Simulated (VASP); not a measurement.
# SiO2 (I-42d) in VASP: further runs

The runs below take SiO2 through single point, with PBEsol+D3(BJ).

Everything below comes from runs of VASP 6.6.1. Logs are shortened: lines on timing, memory, paths and dates and some standing lists are left out, and cuts for length are marked.

## (1) The cell of the first run

It takes space group I-42d (No. 122, tetragonal). Conventional cell: a = 4.651 Å, b = 4.651 Å, c = 7.335 Å, α = 90.00°, β = 90.00°, γ = 90.00°. Si (site symmetry -4) has 4 O at 1.59 Å within 2.1 Å. O (site symmetry 2) has 2 Si at 1.59 Å within 2.1 Å.

## (2) Single point, PBEsol+D3(BJ)

Contents of INCAR:

```
PREC = Accurate ; ENCUT = 520
EDIFF = 1E-6 ; ISMEAR = 0
SIGMA = 0.01 ; LREAL = False
LASPH = True ; NELM = 100
ALGO = Normal ; ISIF = 2
LWAVE = False ; LCHARG = False
GGA = PS ; IVDW = 12
NBANDS = 25
```

Contents of KPOINTS:

```
Automatic mesh
0
Gamma
  6 6 6
```

Contents of POSCAR:

```
SiO2
1.0
   -2.3255864014      2.3255864014      3.6675703910
    2.3255864014     -2.3255864014      3.6675703910
    2.3255864014      2.3255864014     -3.6675703910
Si O
2 4
Direct
    0.0000000000      0.0000000000      0.0000000000
    0.7500000000      0.2500000000      0.5000000000
    0.9983800000      0.6250000000      0.8733800000
    0.3750000000      0.2483800000      0.3733800000
    0.7516200000      0.1250000000      0.1266200000
    0.8750000000      0.0016200000      0.6266200000
```

Potentials or basis: VASP PAW PBE potentials, release 64 (Si, O).

Launch:

```console
$ cat potpaw_PBE.64/Si/POTCAR potpaw_PBE.64/O/POTCAR > POTCAR
$ mpirun -np 1 vasp_std > vasp.out
```

OUTCAR:

```text
PREC = Accurate
   ENCUT = 520
   EDIFF = 1E-6
   ISMEAR = 0
   LREAL = False
   LASPH = True
   NELM = 100
   ISIF = 2
   GGA = PS
   IVDW = 12
 IVDW          = 12

 ion  position               nearest neighbor table
   1  0.000  0.000  0.000-   3 1.59   4 1.59   5 1.59   6 1.59   2 2.96   2 2.96   2 2.96   2 2.96

   2  0.750  0.250  0.500-   3 1.59   4 1.59   5 1.59   6 1.59   1 2.96   1 2.96   1 2.96   1 2.96

   3  0.998  0.625  0.873-   1 1.59   2 1.59
   4  0.375  0.248  0.373-   1 1.59   2 1.59
   5  0.752  0.125  0.127-   1 1.59   2 1.59
   6  0.875  0.002  0.627-   1 1.59   2 1.59

  LATTYP: Found a body centered tetragonal cell.
 ALAT       =     4.6511728028
 C/A-ratio  =     1.5770518734

  Lattice vectors:

 A1 = (  -2.3255864014,   2.3255864014,   3.6675703910)
 A2 = (   2.3255864014,  -2.3255864014,   3.6675703910)
 A3 = (   2.3255864014,   2.3255864014,  -3.6675703910)

Analysis of symmetry for initial positions (statically):
=====================================================================
 Subroutine PRICEL returns:
 Original cell was already a primitive cell.

 Routine SETGRP: Setting up the symmetry group for a
 body centered tetragonal supercell.

 Subroutine GETGRP returns: Found  8 space group operations
 (whereof  4 operations were pure point group operations)
 out of a pool of 16 trial point group operations.

The static configuration has the point symmetry S_4 .
 The point group associated with its full space group is D_2d.

Analysis of symmetry for dynamics (positions and initial velocities):
=====================================================================
 Subroutine PRICEL returns:
 Original cell was already a primitive cell.

 Routine SETGRP: Setting up the symmetry group for a
 body centered tetragonal supercell.

 Subroutine GETGRP returns: Found  8 space group operations
 (whereof  4 operations were pure point group operations)
 out of a pool of 16 trial point group operations.

The dynamic configuration has the point symmetry S_4 .
 The point group associated with its full space group is D_2d.

 Subroutine INISYM returns: Found  8 space group operations
 (whereof  4 operations are pure point group operations),
 and found     1 'primitive' translations

----------------------------------------------------------------------------------------

                                     Primitive cell

  volume of cell :      79.3420

  direct lattice vectors                    reciprocal lattice vectors
    -2.325586401  2.325586401  3.667570391     0.000000000  0.214999537  0.136330035
     2.325586401 -2.325586401  3.667570391     0.214999537  0.000000000  0.136330035
     2.325586401  2.325586401 -3.667570391     0.214999537  0.214999537  0.000000000

  length of vectors
     4.926233530  4.926233530  4.926233530     0.254579417  0.254579417  0.304055261

  position of ions in fractional coordinates (direct lattice)
     0.000000000  0.000000000  0.000000000
     0.750000000  0.250000000  0.500000000
     0.998380000  0.625000000  0.873380000
     0.375000000  0.248380000  0.373380000
     0.751620000  0.125000000  0.126620000
     0.875000000  0.001620000  0.626620000

  ion indices of the primitive-cell ions
   primitive index   ion index
                 1           1
                 2           2
                 3           3
                 4           4
                 5           5
                 6           6

----------------------------------------------------------------------------------------

 KPOINTS: Automatic mesh

Automatic generation of k-mesh.
 Grid dimensions read from file:
 generate k-points for:    6    6    6

 Generating k-lattice:

  Cartesian coordinates                     Fractional coordinates (reciprocal lattice)
     0.000000000  0.035833256  0.022721673     0.166666667  0.000000000 -0.000000000
     0.035833256  0.000000000  0.022721673     0.000000000  0.166666667 -0.000000000
     0.035833256  0.035833256  0.000000000     0.000000000  0.000000000  0.166666667

  Length of vectors
     0.042429903  0.042429903  0.050675877

  Shift w.r.t. Gamma in fractional coordinates (k-lattice)
     0.000000000  0.000000000  0.000000000

 Subroutine IBZKPT returns following result:
 ===========================================

 Found     30 irreducible k-points:

 Following reciprocal coordinates:
            Coordinates               Weight
  0.000000  0.000000  0.000000      1.000000
  0.166667  0.000000 -0.000000      8.000000
  0.333333  0.000000 -0.000000      8.000000
  0.500000 -0.000000  0.000000      4.000000
  0.166667  0.166667  0.000000      8.000000
  0.333333  0.166667 -0.000000     16.000000
[... 16 lines left out ...]
 -0.333333 -0.333333  0.166667      8.000000
 -0.166667 -0.333333  0.166667      8.000000
 [... further k-points ...]
   k-points           NKPTS =     30   k-points in BZ     NKDIM =     30   number of bands    NBANDS=     25
   number of dos      NEDOS =    301   number of ions     NIONS =      6
   total plane-waves  NPLWV =  64000
   dimension x,y,z NGX =    40 NGY =   40 NGZ =   40
   dimension x,y,z NGXF=    80 NGYF=   80 NGZF=   80
   ions per type =               2   4
   NGX,Y,Z   is equivalent  to a cutoff of  13.50, 13.50, 13.50 a.u.
   NGXF,Y,Z  is equivalent  to a cutoff of  27.00, 27.00, 27.00 a.u.
 SYSTEM =  unknown system
   PREC   = accura    normal or accurate (medium, high low for compatibility)
   ISTART =      0    job   : 0-new  1-cont  2-samecut
   ICHARG =      2    charge: 1-file 2-atom 10-const
   ISPIN  =      1    spin polarized calculation?
   LNONCOLLINEAR =      F non collinear calculations
   LSORBIT =      F    spin-orbit coupling
   LASPH  =      T    aspherical Exc in radial PAW
   ENCUT  =  520.0 eV  38.22 Ry    6.18 a.u.   9.16  9.16  9.16*2*pi/ulx,y,z
   NELM   =    100;   NELMIN=  2; NELMDL= -5     # of ELM steps
   EDIFF  = 0.1E-05   stopping-criterion for ELM
   LREAL  =      F    real-space projection
   EDIFFG = 0.1E-04   stopping-criterion for IOM
   NSW    =      0    number of steps for IOM
   IBRION =     -1    ionic relax: 0-MD 1-quasi-New 2-CG
   NFREE  =      0    steps in history (QN), initial steepest desc. (CG)
   ISIF   =      2    stress and relaxation
   ISYM   =      2    0-nonsym 1-usesym 2-fastsym
   POTIM  = 0.5000    time-step for ionic-motion
   TEBEG  =    0.0;   TEEND  =   0.0 temperature during run
   PSTRESS=    0.0 pullay stress
   NELECT =      32.0000    total number of electrons
   NUPDOWN=      -1.0000    fix difference up-down
   EMIN   =  10.00;   EMAX   =-10.00  energy-range for DOS
   EFERMI =   0.00;   METHOD = LEGACY
   ISMEAR =     0;   SIGMA  =   0.01  broadening in eV -4-tet -1-fermi 0-gaus
   EFERMI_NEDOS =   21; number of points for ismear=-14 and -15
   IALGO  =     38    algorithm
   IMIX   =      4    mixing-type and parameters
     AMIX     =   0.40;   BMIX     =  1.00
     AMIX_MAG =   1.60;   BMIX_MAG =  1.00
  volume/ion in A,a.u.               =      13.22        89.24
  Fermi-wavevector in a.u.,A,eV,Ry     =   1.209550  2.285717 19.905463  1.463010
  Thomas-Fermi vector in A             =   2.345124
   LORBIT       =      0    0 simple, 1 ext, 2 COOP (PROOUT), +10 PAW based schemes
   GGA     = PS    functional components
   LHFCALC =     F    Hartree Fock is set to
   AEXX    =    0.0000 exact exchange contribution
   IVDW    =    12    specifies the selected vdW correction
   LEPSILON=     F    determine dielectric tensor
   LRPA    =     F    only Hartree local field effects (RPA)
 non-spin polarized calculation
 Gauss-broadening in eV      SIGMA  =   0.01
  energy-cutoff  :      520.00
  volume of cell :       79.34
 maximum number of plane-waves:      2158
 NGX is ok and might be reduce to    40
   NGX = 19   NGY = 19   NGZ = 19

 number of electron      31.9999986 magnetization

 Free energy of the ion-electron system (eV)
  ---------------------------------------------------
  ext. energy  EPLUGINS =         0.00000000
  ---------------------------------------------------
  free energy    TOTEN  =       -49.05684653 eV

  energy without entropy =      -49.05684653  energy(sigma->0) =      -49.05684653

 E-fermi :   0.3358     XC(G=0):  -8.9774

 val. band max:        0.2168807830   @ k =   0.0000   0.0000   0.0000
 cond. band min:       6.5779179491   @ k =   0.0000   0.0000   0.0000
 fundamental gap:      6.3610371661
 Fermi energy:         0.3357862147

 k-point     1 :       0.0000    0.0000    0.0000
  band No.  band energies     occupation
      1     -19.1522      2.00000
      2     -16.8224      2.00000
      3     -16.7989      2.00000
      4     -16.7989      2.00000
      5      -8.7410      2.00000
      6      -5.2416      2.00000
[... 17 lines left out ...]
     24      14.2210      0.00000
     25      14.6475      0.00000

 k-point     2 :       0.1667    0.0000   -0.0000
  band No.  band energies     occupation
      1     -19.0572      2.00000
      2     -16.9670      2.00000
      3     -16.8280      2.00000
      4     -16.7994      2.00000
      5      -8.5352      2.00000
      6      -5.3133      2.00000
[... 17 lines left out ...]
     24      14.0640      0.00000
     25      14.4942      0.00000

 k-point     3 :       0.3333    0.0000   -0.0000
  band No.  band energies     occupation
      1     -18.8159      2.00000
      2     -17.3293      2.00000
      3     -16.8475      2.00000
      4     -16.8115      2.00000
      5      -8.0718      2.00000
      6      -5.5187      2.00000
[... 552 lines left out ...]
 k-point    23 :      -0.3333   -0.3333    0.1667
  band No.  band energies     occupation
      1     -18.5976      2.00000
      2     -17.6202      2.00000
      3     -16.8485      2.00000
      4     -16.8405      2.00000
      5      -7.5602      2.00000
      6      -5.8698      2.00000
[... 17 lines left out ...]
     24      14.4678      0.00000
     25      14.5924      0.00000

 k-point    24 :      -0.1667   -0.3333    0.1667
  band No.  band energies     occupation
      1     -18.8297      2.00000
      2     -17.3247      2.00000
      3     -16.8328      2.00000
      4     -16.8200      2.00000
      5      -8.0129      2.00000
      6      -5.4902      2.00000
[... 17 lines left out ...]
     24      14.3039      0.00000
     25      14.7245      0.00000

 [... further k-points ...]

------------------------ aborting loop because EDIFF is reached ----------------------------------------

 Edisp (eV)   -0.63959

 E8    (eV) :    -0.3586

  FORCE on cell =-STRESS in cart. coord.  units (eV):
  Direction    XX          YY          ZZ          XY          YZ          ZX
  --------------------------------------------------------------------------------------
  -------------------------------------------------------------------------------------
  Total       6.39751     6.39751     5.62162     0.00000     0.00000     0.00000
  in kB     129.18688   129.18688   113.51900     0.00000     0.00000     0.00000
  external pressure =      123.96 kB  Pullay stress =        0.00 kB

 VOLUME and BASIS-vectors are now :
 -----------------------------------------------------------------------------
  energy-cutoff  :      520.00
  volume of cell :       79.34
      direct lattice vectors                 reciprocal lattice vectors
    -2.325586401  2.325586401  3.667570391     0.000000000  0.214999537  0.136330035
     2.325586401 -2.325586401  3.667570391     0.214999537  0.000000000  0.136330035
     2.325586401  2.325586401 -3.667570391     0.214999537  0.214999537  0.000000000

 POSITION                                       TOTAL-FORCE (eV/Angst)
 -----------------------------------------------------------------------------------
      0.00000      0.00000      0.00000         0.000000      0.000000      0.000000
      0.00000      2.32559      1.83379        -0.000000      0.000000      0.000000
      1.16279      2.89945      2.75068         0.000000      0.908113     -0.000000
      0.57386      1.16279      0.91689         0.908113      0.000000     -0.000000
     -1.16279      1.75172      2.75068        -0.000000     -0.908113      0.000000
     -0.57386      3.48838      0.91689        -0.908113     -0.000000      0.000000
 -----------------------------------------------------------------------------------
    total drift:                               -0.000001     -0.000001     -0.000001

  FREE ENERGIE OF THE ION-ELECTRON SYSTEM (eV)
  ---------------------------------------------------
  free  energy   TOTEN  =       -49.6964358795 eV

  energy  without entropy=      -49.6964358795  energy(sigma->0) =      -49.69643588
```

Wall time 46 s (1 thread of Intel Xeon 6975P-C (Granite Rapids), shared host); peak memory 0.25 GiB.

What came out:

| Item | Value |
| --- | --- |
| Free energy | -49.6964 eV |
| Pressure | 12.4 GPa |
| Largest force | 0.908 eV/Å |
| Band gap on the k mesh | 6.36 eV |
| Dispersion energy per atom | -0.107 eV |

Forces in eV/Å, atoms in the order of the input:
```
Si   0.000  0.000  0.000
Si   0.000  0.000  0.000
O    0.000  0.908  0.000
O    0.908  0.000  0.000
O    0.000 -0.908  0.000
O   -0.908  0.000  0.000
```

Caveat: the cell stands under pressure; the PAW data sets were made with another functional, which shifts forces and pressure a little.

## (3) Single point, PBEsol+D3(BJ)

This run uses another cell than the first one, of 13.51 Å³/atom.

Contents of INCAR:

```
  ALGO = Normal
  EDIFF = 1E-6
  ENCUT = 520
  GGA = PS
  ISIF = 2
  ISMEAR = 0
  IVDW = 12
  LASPH = T
  LCHARG = F
  LREAL = F
  LWAVE = F
  NBANDS = 25
  NELM = 100
  PREC = Accurate
  SIGMA = 0.01
```

Contents of KPOINTS:

```
k-points
0
Gamma
  6 6 6
```

POSCAR: that of step 2 with these lines changed.

```diff
@@ -2,5 +2,5 @@
 1.0
-   -2.3255864014      2.3255864014      3.6675703910
-    2.3255864014     -2.3255864014      3.6675703910
-    2.3255864014      2.3255864014     -3.6675703910
+   -2.3419643100      2.3419643100      3.6933992025
+    2.3419643100     -2.3419643100      3.6933992025
+    2.3419643100      2.3419643100     -3.6933992025
 Si O
```

Potentials or basis: VASP PAW PBE potentials, release 64 (Si, O).

Launch:

```console
$ cat potpaw_PBE.64/Si/POTCAR potpaw_PBE.64/O/POTCAR > POTCAR
$ mpirun -np 1 vasp_std > vasp.out
```

It took 36 s on 1 thread of Intel Xeon 6975P-C (Granite Rapids), shared host; peak memory 0.25 GiB.

It converged, with:

- Free energy: -49.8059 eV
- Pressure: 8.0 GPa
- Largest force: 0.591 eV/Å
- Band gap on the k mesh: 6.23 eV
- Dispersion energy per atom: -0.104 eV

Forces on the atoms (eV/Å):
```
Si   0.000  0.000  0.000
Si   0.000  0.000  0.000
O    0.000  0.591  0.000
O    0.591  0.000  0.000
O    0.000 -0.591  0.000
O   -0.591  0.000  0.000
```

Stress tensor (GPa, compression positive):
```
8.56 0.00 0.00
0.00 8.56 0.00
0.00 0.00 6.87
```

Levels at points of the mesh, in eV from the valence-band top:
| k point | band 13 | band 14 | band 15 | band 16 | band 17 | band 18 | band 19 | band 20 |
| --- | --- | --- | --- | --- | --- | --- | --- | --- |
| (0.00, 0.00, 0.00) | -1.38 | -1.01 | 0.00 | 0.00 | 6.23 | 8.71 | 11.51 | 11.51 |
| (0.50, 0.00, 0.00) | -1.35 | -0.69 | -0.30 | -0.19 | 8.71 | 9.36 | 10.13 | 10.44 |
| (0.50, 0.50, 0.00) | -0.80 | -0.80 | -0.24 | -0.24 | 9.69 | 9.69 | 10.43 | 10.43 |
| (0.50, 0.50, 0.50) | -1.55 | -1.55 | -0.12 | -0.12 | 9.21 | 9.21 | 9.84 | 9.84 |

Caveat: the cell stands under pressure; the PAW data sets were made with another functional, which shifts forces and pressure a little. A k mesh can miss the band edges.
